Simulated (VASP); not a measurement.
# B2P3 in VASP: single point with PBE

Aim: the single point of B2P3 with PBE.

Everything below comes from runs of VASP 6.6.1. Logs are shortened: lines on timing, memory, paths and dates and some standing lists are left out, and cuts for length are marked.

## Step 1: The cell of the first run

The cell holds a disordered packing, 25 atoms: a = 7.070 Å, b = 7.138 Å, c = 7.220 Å, α = 87.06°, β = 81.39°, γ = 82.07°.

## Step 2: Single point, PBE

Input file INCAR:

```
SYSTEM = B2P3
PREC = Accurate ; ENCUT = 520
EDIFF = 1E-6 ; ISMEAR = 0
SIGMA = 0.1 ; LREAL = Auto
LASPH = .True. ; NELM = 100
ALGO = Fast ; ISIF = 2
LWAVE = .False. ; LCHARG = .False.
GGA = PE ; NBANDS = 70
```

Input file KPOINTS:

```
regular mesh
0
Gamma
  5 5 5
  0 0 0
```

Input file POSCAR:

```
B2P3
1.0
    7.0359130000      0.4693660000      0.5166560000
    0.5027410000      7.1185840000      0.1680410000
    0.5466890000      0.1625050000      7.1977500000
P B
15 10
Direct
    0.3382915056      0.7664808259      0.7762483314
    0.6779994866      0.9521315836      0.8399205308
    0.6025971383      0.3359893520      0.1830401523
    0.1694506267      0.0669160444      0.7692559450
    0.5277946226      0.9620659467      0.3639989311
    0.8319572629      0.8905179040      0.1946330400
    0.9029182283      0.2925500206      0.8999204246
    0.4736678252      0.6845674258      0.4934659532
    0.0936732178      0.6692162791      0.4702684351
    0.0107438341      0.1910705541      0.3979299155
    0.3347291679      0.9177796043      0.1536896118
    0.1917270106      0.3444232773      0.1729909072
    0.7913167015      0.5707934382      0.5263956474
    0.4432362673      0.1746807232      0.7718089701
    0.1685577930      0.5436086417      0.7598050686
    0.7445579441      0.1095823225      0.0361179510
    0.7221519616      0.4457245267      0.7686732507
    0.7442638745      0.3271792795      0.4085230674
    0.5082775738      0.7599199950      0.9627367013
    0.0627539235      0.9194744317      0.3208386640
    0.8350463528      0.6527420022      0.0773612956
    0.0226000524      0.4942328574      0.0107449846
    0.6548878819      0.5468777856      0.9975176920
    0.2835528782      0.1441485103      0.0060762065
    0.6237196501      0.3174948745      0.6297479734
```

Potentials or basis: VASP PAW PBE potentials, release 64 (P, B).

The run is started by

```console
$ cat potpaw_PBE.64/P/POTCAR potpaw_PBE.64/B/POTCAR > POTCAR
$ mpirun -np 1 vasp_std > vasp.out
```

OUTCAR:

```text
SYSTEM = B2P3
   PREC = Accurate
   ENCUT = 520
   EDIFF = 1E-6
   ISMEAR = 0
   LREAL = Auto
   LASPH = .True.
   NELM = 100
   ISIF = 2
   GGA = PE

 ion  position               nearest neighbor table
   1  0.338  0.766  0.776-  19 1.93  15 2.14   8 2.19   4 2.31
   2  0.678  0.952  0.840-  16 2.00  19 2.03  14 2.23   6 2.92
   3  0.603  0.336  0.183-  23 2.00  18 2.03  16 2.04   7 2.71  12 2.91
   4  0.169  0.067  0.769-  24 2.12  14 2.18   1 2.31   7 2.41
   5  0.528  0.962  0.364-   8 2.20  11 2.25   6 2.31
   6  0.832  0.891  0.195-  21 1.93  16 1.97  20 2.02   5 2.31   2 2.92
   7  0.903  0.293  0.900-  17 1.90  16 1.97  22 2.02  23 2.40   4 2.41   3 2.71  15 2.82
   8  0.474  0.685  0.493-   1 2.19   5 2.20  13 2.32   9 2.73  15 2.92
   9  0.094  0.669  0.470-  20 2.04  13 2.31  15 2.34   8 2.73
  10  0.011  0.191  0.398-  18 1.99  20 2.01  12 2.25
  11  0.335  0.918  0.154-  24 1.91  19 1.99  20 2.11   5 2.25
  12  0.192  0.344  0.173-  24 1.90  22 1.97  10 2.25   3 2.91
  13  0.791  0.571  0.526-  17 1.95  18 2.06   9 2.31   8 2.32  25 2.33
  14  0.443  0.175  0.772-  25 1.89  24 1.91   4 2.18   2 2.23
  15  0.169  0.544  0.760-  22 1.99   1 2.14   9 2.34   7 2.82   8 2.92
  16  0.745  0.110  0.036-   7 1.97   6 1.97   2 2.00   3 2.04
  17  0.722  0.446  0.769-  25 1.68  23 1.81   7 1.90  13 1.95
  18  0.744  0.327  0.409-  25 1.70  10 1.99   3 2.03  13 2.06
  19  0.508  0.760  0.963-  23 1.75   1 1.93  11 1.99   2 2.03
  20  0.063  0.919  0.321-  10 2.01   6 2.02   9 2.04  11 2.11
  21  0.835  0.653  0.077-  22 1.65  23 1.75   6 1.93
  22  0.023  0.494  0.011-  21 1.65  12 1.97  15 1.99   7 2.02
  23  0.655  0.547  0.998-  19 1.75  21 1.75  17 1.81   3 2.00   7 2.40
  24  0.284  0.144  0.006-  12 1.90  14 1.91  11 1.91   4 2.12
  25  0.624  0.317  0.630-  17 1.68  18 1.70  14 1.89  13 2.33

  LATTYP: Found a triclinic cell.
 ALAT       =     7.2203103673
 B/A-ratio  =     1.3697029254
 C/A-ratio  =     1.5739405020
 COS(alpha) =     0.0044616969
 COS(beta)  =     0.5744086209
 COS(gamma) =     0.6930976052

  Lattice vectors:

 A1 = (  -0.5466890000,  -0.1625050000,  -7.1977500000)
 A2 = (  -0.0439480000,   6.9560790000,  -7.0297090000)
 A3 = (   5.9864830000,  -6.8117230000,  -6.8491350000)

Analysis of symmetry for initial positions (statically):
=====================================================================
 Subroutine PRICEL returns:
 Original cell was already a primitive cell.

 Routine SETGRP: Setting up the symmetry group for a
 triclinic supercell.

 Subroutine GETGRP returns: Found  1 space group operations
 (whereof  1 operations were pure point group operations)
 out of a pool of  2 trial point group operations.

The static configuration has the point symmetry C_1 .

Analysis of symmetry for dynamics (positions and initial velocities):
=====================================================================
 Subroutine PRICEL returns:
 Original cell was already a primitive cell.

 Routine SETGRP: Setting up the symmetry group for a
 triclinic supercell.

 Subroutine GETGRP returns: Found  1 space group operations
 (whereof  1 operations were pure point group operations)
 out of a pool of  2 trial point group operations.

The dynamic configuration has the point symmetry C_1 .

 Subroutine INISYM returns: Found  1 space group operations
 (whereof  1 operations are pure point group operations),
 and found     1 'primitive' translations

----------------------------------------------------------------------------------------

                                     Primitive cell

  volume of cell :     356.6887

  direct lattice vectors                    reciprocal lattice vectors
     7.035913000  0.469366000  0.516656000     0.143571909 -0.009887439 -0.010681453
     0.502741000  7.118584000  0.168041000    -0.009236120  0.141188353 -0.002486128
     0.546689000  0.162505000  7.197750000    -0.010089992 -0.002586507  0.139757064

  length of vectors
     7.070453282  7.138292825  7.220310367     0.144307824  0.141511970  0.140144693

  position of ions in fractional coordinates (direct lattice)
     0.338291506  0.766480826  0.776248331
     0.677999487  0.952131584  0.839920531
     0.602597138  0.335989352  0.183040152
     0.169450627  0.066916044  0.769255945
     0.527794623  0.962065947  0.363998931
     0.831957263  0.890517904  0.194633040
[... 17 lines left out ...]
     0.283552878  0.144148510  0.006076206
     0.623719650  0.317494874  0.629747973

  ion indices of the primitive-cell ions
   primitive index   ion index
                 1           1
                 2           2
                 3           3
                 4           4
                 5           5
                 6           6
[... 17 lines left out ...]
                24          24
                25          25

----------------------------------------------------------------------------------------

 KPOINTS: regular mesh

Automatic generation of k-mesh.
 Grid dimensions read from file:
 generate k-points for:    5    5    5

 Generating k-lattice:

  Cartesian coordinates                     Fractional coordinates (reciprocal lattice)
     0.028714382 -0.001977488 -0.002136291     0.200000000 -0.000000000 -0.000000000
    -0.001847224  0.028237671 -0.000497226     0.000000000  0.200000000  0.000000000
    -0.002017998 -0.000517301  0.027951413     0.000000000  0.000000000  0.200000000

  Length of vectors
     0.028861565  0.028302394  0.028028939

  Shift w.r.t. Gamma in fractional coordinates (k-lattice)
     0.000000000  0.000000000  0.000000000

 Subroutine IBZKPT returns following result:
 ===========================================

 Found     63 irreducible k-points:

 Following reciprocal coordinates:
            Coordinates               Weight
  0.000000  0.000000  0.000000      1.000000
  0.200000  0.000000  0.000000      2.000000
  0.400000  0.000000  0.000000      2.000000
  0.000000  0.200000  0.000000      2.000000
  0.200000  0.200000  0.000000      2.000000
  0.400000  0.200000  0.000000      2.000000
[... 16 lines left out ...]
 -0.200000  0.200000  0.200000      2.000000
 -0.000000  0.400000  0.200000      2.000000
 [... further k-points ...]
   k-points           NKPTS =     63   k-points in BZ     NKDIM =     63   number of bands    NBANDS=     70
   number of dos      NEDOS =    301   number of ions     NIONS =     25
   total plane-waves  NPLWV = 157464
   dimension x,y,z NGX =    54 NGY =   54 NGZ =   54
   dimension x,y,z NGXF=   108 NGYF=  108 NGZF=  108
   ions per type =              15  10
   NGX,Y,Z   is equivalent  to a cutoff of  12.70, 12.58, 12.43 a.u.
   NGXF,Y,Z  is equivalent  to a cutoff of  25.39, 25.15, 24.87 a.u.
 SYSTEM =  B2P3
   PREC   = accura    normal or accurate (medium, high low for compatibility)
   ISTART =      0    job   : 0-new  1-cont  2-samecut
   ICHARG =      2    charge: 1-file 2-atom 10-const
   ISPIN  =      1    spin polarized calculation?
   LNONCOLLINEAR =      F non collinear calculations
   LSORBIT =      F    spin-orbit coupling
   LASPH  =      T    aspherical Exc in radial PAW
   ENCUT  =  520.0 eV  38.22 Ry    6.18 a.u.  13.15 13.27 13.42*2*pi/ulx,y,z
   NELM   =    100;   NELMIN=  2; NELMDL= -5     # of ELM steps
   EDIFF  = 0.1E-05   stopping-criterion for ELM
   LREAL  =      T    real-space projection
   EDIFFG = 0.1E-04   stopping-criterion for IOM
   NSW    =      0    number of steps for IOM
   IBRION =     -1    ionic relax: 0-MD 1-quasi-New 2-CG
   NFREE  =      0    steps in history (QN), initial steepest desc. (CG)
   ISIF   =      2    stress and relaxation
   ISYM   =      2    0-nonsym 1-usesym 2-fastsym
   POTIM  = 0.5000    time-step for ionic-motion
   TEBEG  =    0.0;   TEEND  =   0.0 temperature during run
   PSTRESS=    0.0 pullay stress
   NELECT =     105.0000    total number of electrons
   NUPDOWN=      -1.0000    fix difference up-down
   EMIN   =  10.00;   EMAX   =-10.00  energy-range for DOS
   EFERMI =   0.00;   METHOD = LEGACY
   ISMEAR =     0;   SIGMA  =   0.10  broadening in eV -4-tet -1-fermi 0-gaus
   EFERMI_NEDOS =   21; number of points for ismear=-14 and -15
   IALGO  =     68    algorithm
   IMIX   =      4    mixing-type and parameters
     AMIX     =   0.40;   BMIX     =  1.00
     AMIX_MAG =   1.60;   BMIX_MAG =  1.00
  volume/ion in A,a.u.               =      14.27        96.28
  Fermi-wavevector in a.u.,A,eV,Ry     =   1.089034  2.057976 16.136445  1.185995
  Thomas-Fermi vector in A             =   2.225229
   LORBIT       =      0    0 simple, 1 ext, 2 COOP (PROOUT), +10 PAW based schemes
   GGA     = PE    functional components
   LHFCALC =     F    Hartree Fock is set to
   AEXX    =    0.0000 exact exchange contribution
   IVDW    =     0    specifies the selected vdW correction
   LEPSILON=     F    determine dielectric tensor
   LRPA    =     F    only Hartree local field effects (RPA)
 non-spin polarized calculation
 RMM-DIIS sequential band-by-band and
 Gauss-broadening in eV      SIGMA  =   0.10
  energy-cutoff  :      520.00
  volume of cell :      356.69
 maximum number of plane-waves:      9630
 NGX is ok and might be reduce to    54
   NGX = 27   NGY = 27   NGZ = 27

 number of electron     105.0000001 magnetization

 Free energy of the ion-electron system (eV)
  ---------------------------------------------------
  ext. energy  EPLUGINS =         0.00000000
  ---------------------------------------------------
  free energy    TOTEN  =      -141.24430847 eV

  energy without entropy =     -141.21961536  energy(sigma->0) =     -141.23196192

 E-fermi :   6.3420     XC(G=0): -10.2228

 val. band max:        6.3390524167   @ k =   0.2000   0.4000   0.4000
 cond. band min:       6.3436136721   @ k =  -0.2000   0.2000  -0.0000
 fundamental gap:      0.0045612554
 Fermi energy:         6.3419540086

 k-point     1 :       0.0000    0.0000    0.0000
  band No.  band energies     occupation
      1      -9.3904      2.00000
      2      -7.8064      2.00000
      3      -7.6981      2.00000
      4      -7.4583      2.00000
      5      -6.6439      2.00000
      6      -6.5200      2.00000
[... 1597 lines left out ...]
     63       8.8566      0.00000
     64       9.1945      0.00000

 [... further k-points ...]

 [bands above 64 left out]

------------------------ aborting loop because EDIFF is reached ----------------------------------------

  FORCE on cell =-STRESS in cart. coord.  units (eV):
  Direction    XX          YY          ZZ          XY          YZ          ZX
  --------------------------------------------------------------------------------------
  -------------------------------------------------------------------------------------
  Total       -0.3508823     -0.3387817     -0.4859822      0.1087699     -0.0443867     -0.0590469
  in kB       -1.5760959     -1.5217424     -2.1829390      0.4885735     -0.1993766     -0.2652271
  external PRESSURE =      -1.7602591 kB  Pullay stress =       0.0000000 kB

 VOLUME and BASIS-vectors are now :
 -----------------------------------------------------------------------------
  energy-cutoff  :      520.00
  volume of cell :      356.69
      direct lattice vectors                 reciprocal lattice vectors
     7.035913000  0.469366000  0.516656000     0.143571909 -0.009887439 -0.010681453
     0.502741000  7.118584000  0.168041000    -0.009236120  0.141188353 -0.002486128
     0.546689000  0.162505000  7.197750000    -0.010089992 -0.002586507  0.139757064

 POSITION                                       TOTAL-FORCE (eV/Angst)
 -----------------------------------------------------------------------------------
      3.18990      5.74118      5.89082         0.016944     -0.026203     -0.045884
      5.70820      7.23255      6.55583        -0.028144      0.028212      0.011263
      4.50880      2.70435      1.68527         0.052785     -0.036047      0.035045
      1.64643      0.68089      5.63570         0.013042      0.029594      0.028713
      4.39618      7.15543      3.05433         0.010980      0.002356      0.021437
      6.40768      6.76135      1.98040         0.004006      0.040792     -0.078532
[... 17 lines left out ...]
      2.07084      1.16021      0.21446        -0.010015     -0.004092     -0.025701
      4.89233      2.65520      4.90837        -0.038367      0.012671      0.020428
 -----------------------------------------------------------------------------------
    total drift:                               -0.001957      0.001414      0.011634

  FREE ENERGIE OF THE ION-ELECTRON SYSTEM (eV)
  ---------------------------------------------------
  free  energy   TOTEN  =      -141.2443084671 eV

  energy  without entropy=     -141.2196153643  energy(sigma->0) =     -141.23196192
```

Wall time 59 min (1 thread of Oxide Virtual Turin-like, shared host); peak memory 0.98 GiB.

What came out:

```yaml
Free_energy: -141.2443 eV
Pressure: -0.2 GPa
Largest_force: 0.137 eV/Å
Band_gap_on_the_k_mesh: zero (an odd number of electrons rules out a gap without spin polarisation)
```

Forces on the atoms (eV/Å):
```
P    0.017 -0.026 -0.046
P   -0.028  0.028  0.011
P    0.053 -0.036  0.035
P    0.013  0.030  0.029
P    0.011  0.002  0.021
P    0.004  0.041 -0.079
P    0.025 -0.004 -0.013
P    0.075  0.076  0.061
P   -0.117 -0.067  0.024
P    0.016  0.048 -0.019
P    0.024  0.010 -0.024
P   -0.075  0.001 -0.016
P    0.035 -0.106  0.055
P   -0.009 -0.041  0.029
P   -0.025 -0.015  0.048
B    0.034  0.009  0.007
B   -0.009  0.043 -0.030
B   -0.011 -0.018 -0.061
B   -0.012  0.003 -0.036
B    0.001  0.012  0.004
B    0.002  0.008  0.010
B    0.015  0.007 -0.020
B    0.010 -0.010  0.016
B   -0.010 -0.004 -0.026
B   -0.038  0.013  0.020
```

Caveat: the atoms stand as in a frame of molecular dynamics; an odd number of electrons without spin polarisation forces a metal; a magnetic or distorted state may lie lower.
